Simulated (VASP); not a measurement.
# Zn (P6_3/mmc) in VASP: further runs

Runs on Zn. Level: LDA. Tasks: single point.

Everything below comes from runs of VASP 6.6.1. Logs are shortened: lines on timing, memory, paths and dates and some standing lists are left out, and cuts for length are marked.

## Step 1: The cell of the first run

Symmetry: P6_3/mmc, No. 194, hexagonal system. The conventional cell has a = 2.571 Å, b = 2.571 Å, c = 4.736 Å, α = 90.00°, β = 90.00°, γ = 120.00°. Zn (site symmetry -6m2) has 12 Zn at 2.57 to 2.79 Å within 3.4 Å.

## Step 2: Single point, LDA

INCAR

```
  PREC = Accurate
  ENCUT = 520
  EDIFF = 1E-6
  ISMEAR = -1
  SIGMA = 0.1
  LREAL = F
  LASPH = T
  NELM = 80
  ALGO = Normal
  ISIF = 2
  LWAVE = F
  LCHARG = T
  LELF = T
  LVHAR = T
  NBANDS = 19
```

KPOINTS

```
regular mesh
0
Gamma
  2 2 1
```

POSCAR

```
Zn
1.0
    2.5709734941      0.0000000000      0.0000000000
   -1.2854867470      2.2265283583      0.0000000000
    0.0000000000      0.0000000000      4.7361908757
Zn
2
Direct
    0.3333333333      0.6666666667      0.2500000000
    0.6666666667      0.3333333333      0.7500000000
```

Potentials or basis: VASP PAW LDA potentials, release 64 (Zn).

Launch:

```bash
cat potpaw_LDA.64/Zn/POTCAR > POTCAR
mpirun -np 1 vasp_std > vasp.out
```

OUTCAR:

```text
PREC = Accurate
   ENCUT = 520
   EDIFF = 1E-6
   ISMEAR = -1
   LREAL = F
   LASPH = T
   NELM = 80
   ISIF = 2

 ion  position               nearest neighbor table
   1  0.333  0.667  0.250-   2 2.79   2 2.79   2 2.79   2 2.79   2 2.79   2 2.79
   2  0.667  0.333  0.750-   1 2.79   1 2.79   1 2.79   1 2.79   1 2.79   1 2.79

  LATTYP: Found a hexagonal cell.
 ALAT       =     2.5709734941
 C/A-ratio  =     1.8421780258

  Lattice vectors:

 A1 = (   2.5709734941,   0.0000000000,   0.0000000000)
 A2 = (  -1.2854867470,   2.2265283583,   0.0000000000)
 A3 = (   0.0000000000,   0.0000000000,   4.7361908757)

Analysis of symmetry for initial positions (statically):
=====================================================================
 Subroutine PRICEL returns:
 Original cell was already a primitive cell.

 Routine SETGRP: Setting up the symmetry group for a
 hexagonal supercell.

 Subroutine GETGRP returns: Found 24 space group operations
 (whereof 12 operations were pure point group operations)
 out of a pool of 24 trial point group operations.

The static configuration has the point symmetry D_3d.
 The point group associated with its full space group is D_6h.

Analysis of symmetry for dynamics (positions and initial velocities):
=====================================================================
 Subroutine PRICEL returns:
 Original cell was already a primitive cell.

 Routine SETGRP: Setting up the symmetry group for a
 hexagonal supercell.

 Subroutine GETGRP returns: Found 24 space group operations
 (whereof 12 operations were pure point group operations)
 out of a pool of 24 trial point group operations.

The dynamic configuration has the point symmetry D_3d.
 The point group associated with its full space group is D_6h.

 Subroutine INISYM returns: Found 24 space group operations
 (whereof 12 operations are pure point group operations),
 and found     1 'primitive' translations

----------------------------------------------------------------------------------------

                                     Primitive cell

  volume of cell :      27.1116

  direct lattice vectors                    reciprocal lattice vectors
     2.570973494  0.000000000  0.000000000     0.388957724  0.224564847  0.000000000
    -1.285486747  2.226528358  0.000000000     0.000000000  0.449129694  0.000000000
     0.000000000  0.000000000  4.736190876     0.000000000  0.000000000  0.211140139

  length of vectors
     2.570973494  2.570973494  4.736190876     0.449129694  0.449129694  0.211140139

  position of ions in fractional coordinates (direct lattice)
     0.333333333  0.666666667  0.250000000
     0.666666667  0.333333333  0.750000000

  ion indices of the primitive-cell ions
   primitive index   ion index
                 1           1
                 2           2

----------------------------------------------------------------------------------------

 KPOINTS: regular mesh

Automatic generation of k-mesh.
 Grid dimensions read from file:
 generate k-points for:    2    2    1

 Generating k-lattice:

  Cartesian coordinates                     Fractional coordinates (reciprocal lattice)
     0.194478862  0.112282423  0.000000000     0.500000000  0.000000000  0.000000000
     0.000000000  0.224564847  0.000000000     0.000000000  0.500000000  0.000000000
     0.000000000  0.000000000  0.211140139     0.000000000  0.000000000  1.000000000

  Length of vectors
     0.224564847  0.224564847  0.211140139

  Shift w.r.t. Gamma in fractional coordinates (k-lattice)
     0.000000000  0.000000000  0.000000000

 Subroutine IBZKPT returns following result:
 ===========================================

 Found      2 irreducible k-points:

 Following reciprocal coordinates:
            Coordinates               Weight
  0.000000  0.000000  0.000000      1.000000
  0.500000  0.000000  0.000000      3.000000
   k-points           NKPTS =      2   k-points in BZ     NKDIM =      2   number of bands    NBANDS=     19
   number of dos      NEDOS =    301   number of ions     NIONS =      2
   total plane-waves  NPLWV =  14400
   dimension x,y,z NGX =    20 NGY =   20 NGZ =   36
   dimension x,y,z NGXF=    40 NGYF=   40 NGZF=   72
   ions per type =               2
   NGX,Y,Z   is equivalent  to a cutoff of  12.93, 12.93, 12.64 a.u.
   NGXF,Y,Z  is equivalent  to a cutoff of  25.87, 25.87, 25.27 a.u.
 SYSTEM =  unknown system
   PREC   = accura    normal or accurate (medium, high low for compatibility)
   ISTART =      0    job   : 0-new  1-cont  2-samecut
   ICHARG =      2    charge: 1-file 2-atom 10-const
   ISPIN  =      1    spin polarized calculation?
   LNONCOLLINEAR =      F non collinear calculations
   LSORBIT =      F    spin-orbit coupling
   LASPH  =      T    aspherical Exc in radial PAW
   ENCUT  =  520.0 eV  38.22 Ry    6.18 a.u.   4.78  4.78  8.81*2*pi/ulx,y,z
   NELM   =     80;   NELMIN=  2; NELMDL= -5     # of ELM steps
   EDIFF  = 0.1E-05   stopping-criterion for ELM
   LREAL  =      F    real-space projection
   EDIFFG = 0.1E-04   stopping-criterion for IOM
   NSW    =      0    number of steps for IOM
   IBRION =     -1    ionic relax: 0-MD 1-quasi-New 2-CG
   NFREE  =      0    steps in history (QN), initial steepest desc. (CG)
   ISIF   =      2    stress and relaxation
   ISYM   =      2    0-nonsym 1-usesym 2-fastsym
   POTIM  = 0.5000    time-step for ionic-motion
   TEBEG  =    0.0;   TEEND  =   0.0 temperature during run
   PSTRESS=    0.0 pullay stress
   NELECT =      24.0000    total number of electrons
   NUPDOWN=      -1.0000    fix difference up-down
   EMIN   =  10.00;   EMAX   =-10.00  energy-range for DOS
   EFERMI =   0.00;   METHOD = LEGACY
   ISMEAR =    -1;   SIGMA  =   0.10  broadening in eV -4-tet -1-fermi 0-gaus
   EFERMI_NEDOS =   21; number of points for ismear=-14 and -15
   IALGO  =     38    algorithm
   IMIX   =      4    mixing-type and parameters
     AMIX     =   0.40;   BMIX     =  1.00
     AMIX_MAG =   1.60;   BMIX_MAG =  1.00
  volume/ion in A,a.u.               =      13.56        91.48
  Fermi-wavevector in a.u.,A,eV,Ry     =   1.571907  2.970474 33.618530  2.470892
  Thomas-Fermi vector in A             =   2.673421
   LORBIT       =      0    0 simple, 1 ext, 2 COOP (PROOUT), +10 PAW based schemes
   GGA     = CA    functional components
   LHFCALC =     F    Hartree Fock is set to
   AEXX    =    0.0000 exact exchange contribution
   IVDW    =     0    specifies the selected vdW correction
   LEPSILON=     F    determine dielectric tensor
   LRPA    =     F    only Hartree local field effects (RPA)
 non-spin polarized calculation
  energy-cutoff  :      520.00
  volume of cell :       27.11
 maximum number of plane-waves:       725
 NGX is ok and might be reduce to    20
   NGX =  9   NGY =  9   NGZ = 17

 number of electron      23.9999991 magnetization

 Free energy of the ion-electron system (eV)
  ---------------------------------------------------
  ext. energy  EPLUGINS =         0.00000000
  ---------------------------------------------------
  free energy    TOTEN  =        -2.27469345 eV

  energy without entropy =       -2.17869479  energy(sigma->0) =       -2.22669412

 E-fermi :   1.5312     XC(G=0): -12.5206

 val. band max:        1.4617163273   @ k =   0.5000   0.0000   0.0000
 cond. band min:       6.6744528449   @ k =   0.5000   0.0000   0.0000
 fundamental gap:      5.2127365176
 Fermi energy:         1.5312461044

 k-point     1 :       0.0000    0.0000    0.0000
  band No.  band energies     occupation
      1      -7.6091      2.00000
      2      -5.4453      2.00000
      3      -4.5499      2.00000
      4      -4.3007      2.00000
      5      -4.3007      2.00000
      6      -4.2353      2.00000
[... 11 lines left out ...]
     18      24.0207      0.00000
     19      24.1915      0.00000

 k-point     2 :       0.5000    0.0000    0.0000
  band No.  band energies     occupation
      1      -5.2115      2.00000
      2      -5.1213      2.00000
      3      -4.9251      2.00000
      4      -4.3097      2.00000
      5      -4.1275      2.00000
      6      -4.1008      2.00000
[... 11 lines left out ...]
     18      19.1347      0.00000
     19      20.4323      0.00000

------------------------ aborting loop because EDIFF is reached ----------------------------------------

  FORCE on cell =-STRESS in cart. coord.  units (eV):
  Direction    XX          YY          ZZ          XY          YZ          ZX
  --------------------------------------------------------------------------------------
  -------------------------------------------------------------------------------------
  Total        3.3381254      3.3381254     -2.8848942      0.0000000      0.0000000      0.0000000
  in kB      197.2687102    197.2687102   -170.4847159      0.0000000      0.0000000      0.0000000
  external PRESSURE =      74.6842348 kB  Pullay stress =       0.0000000 kB

 VOLUME and BASIS-vectors are now :
 -----------------------------------------------------------------------------
  energy-cutoff  :      520.00
  volume of cell :       27.11
      direct lattice vectors                 reciprocal lattice vectors
     2.570973494  0.000000000  0.000000000     0.388957724  0.224564847  0.000000000
    -1.285486747  2.226528358  0.000000000     0.000000000  0.449129694  0.000000000
     0.000000000  0.000000000  4.736190876     0.000000000  0.000000000  0.211140139

 POSITION                                       TOTAL-FORCE (eV/Angst)
 -----------------------------------------------------------------------------------
     -0.00000      1.48435      1.18405         0.000000      0.000000      0.000000
      1.28549      0.74218      3.55214        -0.000000     -0.000000      0.000000
 -----------------------------------------------------------------------------------
    total drift:                                0.000000     -0.000000      0.000000

  FREE ENERGIE OF THE ION-ELECTRON SYSTEM (eV)
  ---------------------------------------------------
  free  energy   TOTEN  =        -2.2746934495 eV

  energy  without entropy=       -2.1786947938  energy(sigma->0) =       -2.22669412
```

Wall time 1.3 s (1 thread of Intel Xeon 6975P-C (Granite Rapids), shared host); peak memory 0.12 GiB.

What came out:

```
Free energy            : -2.2747 eV
Pressure               : 7.5 GPa
Band gap on the k mesh : zero (band 12 reaches 1.46 eV, above the bottom of band 13 at 0.87 eV)
```

Stress tensor (GPa, compression positive):
```
 19.73   0.00   0.00
  0.00  19.73   0.00
  0.00   0.00 -17.05
```

Levels at points of the mesh, in eV from the Fermi level:
| k point | band 9 | band 10 | band 11 | band 12 | band 13 | band 14 | band 15 | band 16 |
| --- | --- | --- | --- | --- | --- | --- | --- | --- |
| (0.00, 0.00, 0.00) | -5.36 | -5.09 | -5.09 | -1.93 | -0.66 | 17.11 | 20.90 | 20.90 |
| (0.50, 0.00, 0.00) | -4.90 | -4.87 | -1.00 | -0.07 | 5.14 | 5.89 | 6.99 | 8.32 |

Caveat: the k points lie up to 1.41 Å⁻¹ apart.

## Step 3: Single point, LDA

INCAR

```
ALGO = Normal ; EDIFF = 1E-7
ENCUT = 520 ; ISIF = 2
ISMEAR = -1 ; LASPH = True
LCHARG = False ; LREAL = False
LWAVE = False ; NBANDS = 19
NELM = 100 ; PREC = Accurate
SIGMA = 0.1
```

KPOINTS

```
k-points
0
Gamma
  4 4 2
```

POSCAR is that of step 2.

Potentials or basis: VASP PAW LDA potentials, release 64 (Zn).

Launch:

```bash
cat potpaw_LDA.64/Zn/POTCAR > POTCAR
mpirun -np 1 vasp_std > vasp.out
```

OUTCAR:

```text
EDIFF = 1E-7
   ENCUT = 520
   ISIF = 2
   ISMEAR = -1
   LASPH = True
   LREAL = False
   NELM = 100
   PREC = Accurate

 ion  position               nearest neighbor table
   1  0.333  0.667  0.250-   2 2.79   2 2.79   2 2.79   2 2.79   2 2.79   2 2.79
   2  0.667  0.333  0.750-   1 2.79   1 2.79   1 2.79   1 2.79   1 2.79   1 2.79

  LATTYP: Found a hexagonal cell.
 ALAT       =     2.5709734941
 C/A-ratio  =     1.8421780258

  Lattice vectors:

 A1 = (   2.5709734941,   0.0000000000,   0.0000000000)
 A2 = (  -1.2854867470,   2.2265283583,   0.0000000000)
 A3 = (   0.0000000000,   0.0000000000,   4.7361908757)
[... 344 lines left out ...]

  FORCE on cell =-STRESS in cart. coord.  units (eV):
  Direction    XX          YY          ZZ          XY          YZ          ZX
  --------------------------------------------------------------------------------------
  -------------------------------------------------------------------------------------
  Total       -0.6199184     -0.6199184      1.0037248     -0.0000000      0.0000000      0.0000000
  in kB      -36.6344841    -36.6344841     59.3157735     -0.0000000      0.0000000      0.0000000
  external PRESSURE =      -4.6510649 kB  Pullay stress =       0.0000000 kB

 VOLUME and BASIS-vectors are now :
 -----------------------------------------------------------------------------
  energy-cutoff  :      520.00
  volume of cell :       27.11
      direct lattice vectors                 reciprocal lattice vectors
     2.570973494  0.000000000  0.000000000     0.388957724  0.224564847  0.000000000
    -1.285486747  2.226528358  0.000000000     0.000000000  0.449129694  0.000000000
     0.000000000  0.000000000  4.736190876     0.000000000  0.000000000  0.211140139

 POSITION                                       TOTAL-FORCE (eV/Angst)
 -----------------------------------------------------------------------------------
     -0.00000      1.48435      1.18405         0.000000     -0.000000      0.000000
      1.28549      0.74218      3.55214        -0.000000      0.000000      0.000000
 -----------------------------------------------------------------------------------
    total drift:                                0.000000     -0.000000      0.000000

  FREE ENERGIE OF THE ION-ELECTRON SYSTEM (eV)
  ---------------------------------------------------
  free  energy   TOTEN  =        -4.0662254095 eV

  energy  without entropy=       -4.0483677033  energy(sigma->0) =       -4.05729656
```

OSZICAR:

```text
N       E                     dE             d eps       ncg     rms          rms(c)
DAV:   1     0.112299653563E+03    0.11230E+03   -0.12455E+04   328   0.206E+03
DAV:   2     0.126492222505E+01   -0.11103E+03   -0.10727E+03   307   0.307E+02
DAV:   3    -0.435740215356E+01   -0.56223E+01   -0.56018E+01   338   0.736E+01
DAV:   4    -0.439013132152E+01   -0.32729E-01   -0.32725E-01   364   0.609E+00
DAV:   5    -0.439017028372E+01   -0.38962E-04   -0.38962E-04   324   0.183E-01    0.513E+00
DAV:   6    -0.409813960607E+01    0.29203E+00   -0.10066E+00   337   0.221E+01    0.357E+00
DAV:   7    -0.407614195924E+01    0.21998E-01   -0.39757E-02   375   0.344E+00    0.179E+00
DAV:   8    -0.406626336031E+01    0.98786E-02   -0.25916E-03   440   0.713E-01    0.519E-02
DAV:   9    -0.406622182811E+01    0.41532E-04   -0.21249E-04   397   0.171E-01    0.294E-02
DAV:  10    -0.406622535436E+01   -0.35263E-05   -0.17856E-05   316   0.368E-02    0.226E-03
DAV:  11    -0.406622540948E+01   -0.55114E-07   -0.35325E-07   345   0.700E-03
   1 F= -.40662254E+01 E0= -.40572966E+01  d E =-.178577E-01
```

It took 1.9 s on 1 thread of Intel Xeon 6975P-C (Granite Rapids), shared host; peak memory 0.12 GiB.

What came out:

```yaml
Free_energy: -4.0662 eV
Pressure: -0.5 GPa
Band_gap_on_the_k_mesh: zero (band 12 reaches 5.18 eV, above the bottom of band 13 at 0.86 eV)
```

Levels at points of the mesh, in eV from the Fermi level:
| k point | band 9 | band 10 | band 11 | band 12 | band 13 | band 14 | band 15 | band 16 |
| --- | --- | --- | --- | --- | --- | --- | --- | --- |
| (0.00, 0.00, 0.00) | -6.39 | -6.12 | -6.12 | -2.92 | -1.67 | 16.13 | 19.92 | 19.92 |
| (0.50, 0.00, 0.00) | -5.93 | -5.91 | -2.00 | -1.06 | 4.14 | 4.90 | 6.01 | 7.32 |
| (0.00, 0.00, 0.50) | -6.23 | -6.23 | -6.23 | -6.23 | 6.35 | 6.35 | 21.36 | 21.36 |
| (0.50, 0.00, 0.50) | -5.92 | -5.92 | -1.00 | -1.00 | 1.56 | 1.56 | 12.20 | 12.20 |

Caveat: the k points lie up to 0.71 Å⁻¹ apart.

## Step 4: Single point, LDA

INCAR

```
PREC = Accurate
ENCUT = 520
EDIFF = 1E-6
ISMEAR = -1
SIGMA = 0.1
LREAL = F
LASPH = T
NELM = 80
ALGO = Normal
ISIF = 2
LWAVE = F
LCHARG = F
NBANDS = 19
```

KPOINTS

```
Automatic mesh
0
Gamma
  5 5 3
```

POSCAR is that of step 3.

Launch:

```bash
cat potpaw_LDA.64/Zn/POTCAR > POTCAR
mpirun -np 1 vasp_std > vasp.out
```

Run time: 2.2 s. Hardware: 1 thread of Intel Xeon 6975P-C (Granite Rapids), shared host; peak memory 0.12 GiB.

It converged, with:

* Free energy: -3.7448 eV
* Pressure: 1.7 GPa
* Band gap on the k mesh: zero (band 12 reaches 3.76 eV, above the bottom of band 13 at 0.87 eV)

Stress tensor (GPa, compression positive):
```
 5.35  0.00  0.00
 0.00  5.35  0.00
 0.00  0.00 -5.70
```

Levels at points of the mesh, in eV from the Fermi level:
| k point | band 10 | band 11 | band 12 | band 13 | band 14 | band 15 |
| --- | --- | --- | --- | --- | --- | --- |
| (0.00, 0.00, 0.00) | -7.13 | -7.13 | -3.96 | -2.68 | 15.10 | 18.89 |

Caveat: the k points lie up to 0.56 Å⁻¹ apart.

## Step 5: Overview

```csv
k mesh,gap on the mesh (eV),pressure (GPa)
2 × 2 × 1,none,7.5
4 × 4 × 2,none,-0.5
5 × 5 × 3,none,1.7
```

Alike in all rows: task single point; level LDA; potentials or basis VASP PAW LDA potentials, release 64 (Zn); no spin polarisation; cell as given; cutoff (eV) 520; smearing fermi-dirac 0.1 eV.

Caveats: all runs use coarse meshes.

Total energies depend on the potentials used, so only differences within one code and one set of settings carry meaning.
